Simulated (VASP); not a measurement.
# BN (F-43m) in VASP: notebook, part 3 of 3

VASP 6.6.1. The steps go on from the part before.

## 5. Vibrations by perturbation theory, LDA

This run uses another cell than the first one, of 5.66 Å³/atom, 1.032 times its volume.

File INCAR:

```
PREC = Accurate
ENCUT = 520
EDIFF = 1E-8
ISMEAR = 0
SIGMA = 0.01
LREAL = False
LASPH = True
NELM = 100
ALGO = Normal
ISIF = 2
LWAVE = False
LCHARG = True
GGA = CA
IBRION = 8
NSW = 1
LEPSILON = True
```

File KPOINTS:

```
regular mesh
0
Gamma
  12 12 12
```

File POSCAR:

```
BN
1.0
    0.0000000000      1.7816288469      1.7816288469
    1.7816288469      0.0000000000      1.7816288469
    1.7816288469      1.7816288469      0.0000000000
B N
1 1
Direct
    0.0000000000      0.0000000000      0.0000000000
    0.7500000000      0.7500000000      0.7500000000
```

Potentials or basis: VASP PAW LDA potentials, release 64 (B, N).

Command:

```
$ cat potpaw_LDA.64/B/POTCAR potpaw_LDA.64/N/POTCAR > POTCAR
$ mpirun -np 1 vasp_std > vasp.out
```

OUTCAR:

```text
PREC = Accurate
   ENCUT = 520
   EDIFF = 1E-8
   ISMEAR = 0
   LREAL = False
   LASPH = True
   NELM = 100
   ISIF = 2
   GGA = CA
   IBRION = 8
   NSW = 1
   LEPSILON = True

 ion  position               nearest neighbor table
   1  0.000  0.000  0.000-   2 1.54   2 1.54   2 1.54   2 1.54
   2  0.750  0.750  0.750-   1 1.54   1 1.54   1 1.54   1 1.54

  LATTYP: Found a face centered cubic cell.
 ALAT       =     3.5632576938

  Lattice vectors:

 A1 = (   0.0000000000,   1.7816288469,   1.7816288469)
 A2 = (   1.7816288469,   0.0000000000,   1.7816288469)
 A3 = (   1.7816288469,   1.7816288469,   0.0000000000)

Analysis of symmetry for initial positions (statically):
=====================================================================
 Subroutine PRICEL returns:
 Original cell was already a primitive cell.

 Routine SETGRP: Setting up the symmetry group for a
[... 562 lines left out ...]

 SECOND DERIVATIVES (NOT SYMMETRIZED)
 ------------------------------------
               1X          1Y          1Z          2X          2Y          2Z
  1X   -26.629307    0.000000    0.000000   26.629307    0.000000    0.000000
  1Y     0.000000  -26.629307    0.000000    0.000000   26.629307    0.000000
  1Z     0.000000    0.000000  -26.629307    0.000000    0.000000   26.629307
  2X    26.623501    0.000000    0.000000  -26.623501    0.000000    0.000000
  2Y     0.000000   26.623501    0.000000    0.000000  -26.623501    0.000000
  2Z     0.000000    0.000000   26.623501    0.000000    0.000000  -26.623501

 Eigenvectors and eigenvalues of the dynamical matrix
 ----------------------------------------------------

   1 f  =   32.660923 THz   205.214630 2PiTHz 1089.451116 cm-1   135.074662 meV
             X         Y         Z           dx          dy          dz
      0.000000  0.000000  0.000000     0.751224    0.000000    0.000000
      2.672443  2.672443  2.672443    -0.660048    0.000000    0.000000
[... 21 lines left out ...]
   6 f/i=    0.001766 THz     0.011094 2PiTHz    0.058894 cm-1     0.007302 meV
             X         Y         Z           dx          dy          dz
      0.000000  0.000000  0.000000    -0.111144   -0.361093    0.541222
      2.672443  2.672443  2.672443    -0.126497   -0.410973    0.615984

--------------------------------------------------------------------------------------------------------

 MACROSCOPIC STATIC DIELECTRIC TENSOR IONIC CONTRIBUTION
 ------------------------------------------------------
           2.092078     0.000000     0.000000
           0.000000     2.092078    -0.000000
           0.000000    -0.000000     2.092078
 ------------------------------------------------------

 ELASTIC MODULI CONTR FROM IONIC RELAXATION (kBar)
 Direction    XX          YY          ZZ          XY          YZ          ZX
 --------------------------------------------------------------------------------
 XX          -0.0000      0.0000      0.0000      0.0000     -0.0000      0.0000
 YY           0.0000     -0.0000      0.0000      0.0000      0.0000     -0.0000
 ZZ           0.0000      0.0000     -0.0000     -0.0000      0.0000      0.0000
 XY           0.0000      0.0000     -0.0000    -67.2932      0.0000      0.0000
 YZ          -0.0000      0.0000      0.0000      0.0000    -67.2932      0.0000
 ZX           0.0000     -0.0000      0.0000      0.0000      0.0000    -67.2932
 --------------------------------------------------------------------------------

 PIEZOELECTRIC TENSOR IONIC CONTR  for field in x, y, z        (C/m^2)
          XX          YY          ZZ          XY          YZ          ZX
  --------------------------------------------------------------------------------
  x    -0.00000     0.00000     0.00000     0.00000    -0.35306     0.00000
  y     0.00000    -0.00000     0.00000     0.00000    -0.00000    -0.35306
  z     0.00000     0.00000    -0.00000    -0.35306    -0.00000     0.00000
```

OSZICAR:

```text
N       E                     dE             d eps       ncg     rms          rms(c)
DAV:   1     0.426468644686E+01    0.42647E+01   -0.53183E+03  1200   0.988E+02
DAV:   2    -0.205063070375E+02   -0.24771E+02   -0.23948E+02  1584   0.153E+02
DAV:   3    -0.206221848934E+02   -0.11588E+00   -0.11588E+00  1376   0.128E+01
DAV:   4    -0.206222702465E+02   -0.85353E-04   -0.85353E-04  1568   0.328E-01
[... 130 lines left out ...]
RMM:   6    -0.227468758862E+00   -0.81575E-05    0.70203E-07  7140   0.205E-03    0.375E-04
RMM:   7    -0.227466461919E+00    0.22969E-05   -0.39190E-08  7482   0.496E-04    0.565E-05
RMM:   8    -0.227466630629E+00   -0.16871E-06    0.34819E-10  7158   0.497E-05    0.228E-05
RMM:   9    -0.227466549494E+00    0.81135E-07    0.43493E-09  7768   0.207E-05    0.893E-07
RMM:  10    -0.227466540907E+00    0.85864E-08   -0.21033E-10  5617   0.133E-06    0.424E-07
 Linear response finished
```

Run time: 4.1 min. Hardware: 1 thread of Intel Xeon 8259CL, shared host; peak memory 0.18 GiB.

Results:

```
Electronic dielectric tensor (diagonal)                 : 4.55
Born charges (mean of the diagonal)                     : B +1.87; N -1.87 e
Highest phonon frequency at Γ, LO-TO splitting left out : 1089 cm⁻¹
```

Phonon frequencies in cm⁻¹ (negative: imaginary):
| q point | frequencies |
| --- | --- |
| (0.000, 0.000, 0.000) | 0 0 0 1089 1089 1089 |

Electronic dielectric tensor:
```
4.55 0.00 0.00
0.00 4.55 0.00
0.00 0.00 4.55
```

Born effective charge tensors (e):
atom 1, B
```
1.87 0.00 0.00
0.00 1.87 0.00
0.00 0.00 1.87
```
atom 2, N
```
-1.87  0.00  0.00
 0.00 -1.87  0.00
 0.00  0.00 -1.87
```

Caveat: the cell wasn't relaxed at this level first, which shifts response properties.

## 6. Vibrations by perturbation theory, LDA

This run uses another cell than the first one, of 5.18 Å³/atom, 0.944 times its volume.

File INCAR:

```
SYSTEM = BN
ALGO = Normal ; EDIFF = 1E-8
ENCUT = 520 ; IBRION = 8
ISIF = 2 ; ISMEAR = 0
LASPH = .True. ; LCHARG = .False.
LEPSILON = .True. ; LREAL = .False.
LWAVE = .False. ; NELM = 60
NSW = 1 ; PREC = Accurate
SIGMA = 0.01
```

File KPOINTS:

```
k-points
0
Gamma
  12 12 12
  0 0 0
```

File POSCAR:

```
BN
1.0
    0.0000000000      1.7297629270      1.7297629270
    1.7297629270      0.0000000000      1.7297629270
    1.7297629270      1.7297629270      0.0000000000
B N
1 1
Direct
    0.0000000000      0.0000000000      0.0000000000
    0.7500000000      0.7500000000      0.7500000000
```

Potentials or basis: VASP PAW LDA potentials, release 64 (B, N).

Command:

```
$ cat potpaw_LDA.64/B/POTCAR potpaw_LDA.64/N/POTCAR > POTCAR
$ mpirun -np 1 vasp_std > vasp.out
```

OUTCAR:

```text
SYSTEM = BN
   EDIFF = 1E-8
   ENCUT = 520
   IBRION = 8
   ISIF = 2
   ISMEAR = 0
   LASPH = .True.
   LEPSILON = .True.
   LREAL = .False.
   NELM = 60
   NSW = 1
   PREC = Accurate

 ion  position               nearest neighbor table
   1  0.000  0.000  0.000-   2 1.50   2 1.50   2 1.50   2 1.50
   2  0.750  0.750  0.750-   1 1.50   1 1.50   1 1.50   1 1.50

  LATTYP: Found a face centered cubic cell.
 ALAT       =     3.4595258540

  Lattice vectors:

 A1 = (   0.0000000000,   1.7297629270,   1.7297629270)
 A2 = (   1.7297629270,   0.0000000000,   1.7297629270)
 A3 = (   1.7297629270,   1.7297629270,   0.0000000000)

Analysis of symmetry for initial positions (statically):
=====================================================================
 Subroutine PRICEL returns:
 Original cell was already a primitive cell.

 Routine SETGRP: Setting up the symmetry group for a
 face centered cubic supercell.

 Subroutine GETGRP returns: Found 24 space group operations
 (whereof 24 operations were pure point group operations)
 out of a pool of 48 trial point group operations.

The static configuration has the point symmetry T_d .

Analysis of symmetry for dynamics (positions and initial velocities):
=====================================================================
 Subroutine PRICEL returns:
 Original cell was already a primitive cell.

 Routine SETGRP: Setting up the symmetry group for a
 face centered cubic supercell.

[... 520 lines left out ...]
  z    -0.00000     0.00000     0.00000     0.66612     0.00000     0.00000

 PIEZOELECTRIC TENSOR (including local field effects)  for field in x, y, z        (C/m^2)
          XX          YY          ZZ          XY          YZ          ZX
  --------------------------------------------------------------------------------
  x     0.00000    -0.00000    -0.00000     0.00000     1.03103     0.00000
  y    -0.00000    -0.00000     0.00000     0.00000     0.00000     1.03103
  z    -0.00000     0.00000     0.00000     1.03103     0.00000     0.00000

 BORN EFFECTIVE CHARGES (including local field effects) (in |e|, cummulative output)
 ---------------------------------------------------------------------------------
 ion    1
    1     1.82316     0.00000    -0.00000
    2    -0.00000     1.82316     0.00000
    3     0.00000     0.00000     1.82316
 ion    2
    1    -1.82316     0.00000     0.00000
    2     0.00000    -1.82316    -0.00000
    3     0.00000     0.00000    -1.82316

 INTERNAL STRAIN TENSOR FOR ION    2 for displacements in x,y,z  (eV/Angst):
          X           Y           Z          XY          YZ          ZX
  --------------------------------------------------------------------------------
  x     0.00000    -0.00000    -0.00000     0.00000     8.71122     0.00000
  y     0.00000     0.00000     0.00000     0.00000     0.00000     8.71122
  z    -0.00000    -0.00000     0.00000     8.71122     0.00000     0.00000

 SECOND DERIVATIVES (NOT SYMMETRIZED)
 ------------------------------------
               1X          1Y          1Z          2X          2Y          2Z
  1X   -32.887619    0.000000    0.000000   32.887619    0.000000    0.000000
  1Y     0.000000  -32.887619    0.000000    0.000000   32.887619    0.000000
  1Z     0.000000    0.000000  -32.887619    0.000000    0.000000   32.887619
  2X    32.886316    0.000000    0.000000  -32.886316    0.000000    0.000000
  2Y     0.000000   32.886316    0.000000    0.000000  -32.886316    0.000000
  2Z     0.000000    0.000000   32.886316    0.000000    0.000000  -32.886316

 Eigenvectors and eigenvalues of the dynamical matrix
 ----------------------------------------------------

   1 f  =   36.297910 THz   228.066494 2PiTHz 1210.767944 cm-1   150.116025 meV
             X         Y         Z           dx          dy          dz
      0.000000  0.000000  0.000000    -0.726896   -0.189512   -0.000000
      2.594644  2.594644  2.594644     0.638730    0.166526    0.000000
[... 21 lines left out ...]
   6 f/i=    0.000356 THz     0.002239 2PiTHz    0.011888 cm-1     0.001474 meV
             X         Y         Z           dx          dy          dz
      0.000000  0.000000  0.000000     0.188473    0.427003    0.466748
      2.594644  2.594644  2.594644     0.214489    0.485944    0.531175

--------------------------------------------------------------------------------------------------------

 MACROSCOPIC STATIC DIELECTRIC TENSOR IONIC CONTRIBUTION
 ------------------------------------------------------
           1.766850    -0.000000    -0.000000
          -0.000000     1.766850     0.000000
          -0.000000     0.000000     1.766850
 ------------------------------------------------------

 ELASTIC MODULI CONTR FROM IONIC RELAXATION (kBar)
 Direction    XX          YY          ZZ          XY          YZ          ZX
 --------------------------------------------------------------------------------
 XX          -0.0000     -0.0000     -0.0000      0.0000      0.0000      0.0000
 YY          -0.0000     -0.0000     -0.0000      0.0000      0.0000      0.0000
 ZZ          -0.0000     -0.0000     -0.0000      0.0000      0.0000      0.0000
 XY           0.0000      0.0000      0.0000   -349.7094      0.0000      0.0000
 YZ           0.0000      0.0000      0.0000      0.0000   -349.7094      0.0000
 ZX           0.0000      0.0000      0.0000      0.0000      0.0000   -349.7094
 --------------------------------------------------------------------------------

 PIEZOELECTRIC TENSOR IONIC CONTR  for field in x, y, z        (C/m^2)
          XX          YY          ZZ          XY          YZ          ZX
  --------------------------------------------------------------------------------
  x    -0.00000     0.00000     0.00000     0.00000    -0.73965     0.00000
  y     0.00000     0.00000     0.00000    -0.00000     0.00000    -0.73965
  z     0.00000     0.00000     0.00000    -0.73965     0.00000     0.00000
```

stdout:

```text
POSCAR found type information on POSCAR B N
 POSCAR found :  2 types and       2 ions
 scaLAPACK will be used
 LDA part: xc-table for (Slater(with rela. corr.)+CA(PZ))
 , standard interpolation
 POSCAR, INCAR and KPOINTS ok, starting setup
 FFT: planning ... GRIDC
 FFT: planning ... GRID_SOFT
 FFT: planning ... GRID
[... 24 lines left out ...]
 Linear response to external field, progress :
  Direction:   3
 dielectric tensor                  component  3 :     0.381     0.645     4.486
 Linear response DOF=           2
 Linear response progress:
 first order change of Fermi-energy   0.48262E-04
 force on displaced ion       1 direction 1 : -32.888   0.000   0.000
 Born effective charge ion    1 direction 1 :   1.823   0.000   0.000
 Linear response progress:
 first order change of Fermi-energy   0.20580E-03
 force on displaced ion       2 direction 1 : -32.886   0.000   0.000
 Born effective charge ion    2 direction 1 :  -1.823   0.000   0.000
 Born effective charges drift removed
 Linear response finished
```

Run time: 3.7 min. Hardware: 1 thread of AMD EPYC 7R13, shared host; peak memory 0.14 GiB.

Results:

* Electronic dielectric tensor (diagonal): 4.49
* Born charges (mean of the diagonal): B +1.82; N -1.82 e
* Highest phonon frequency at Γ, LO-TO splitting left out: 1211 cm⁻¹

Phonon frequencies in cm⁻¹ (negative: imaginary):
| q point | frequencies |
| --- | --- |
| (0.000, 0.000, 0.000) | 0 0 0 1211 1211 1211 |

Electronic dielectric tensor:
```
4.49 0.00 0.00
0.00 4.49 0.00
0.00 0.00 4.49
```

Born effective charge tensors (e):
atom 1, B
```
1.82 0.00 0.00
0.00 1.82 0.00
0.00 0.00 1.82
```
atom 2, N
```
-1.82  0.00  0.00
 0.00 -1.82  0.00
 0.00  0.00 -1.82
```

Caveat: the cell wasn't relaxed at this level first, which shifts response properties.
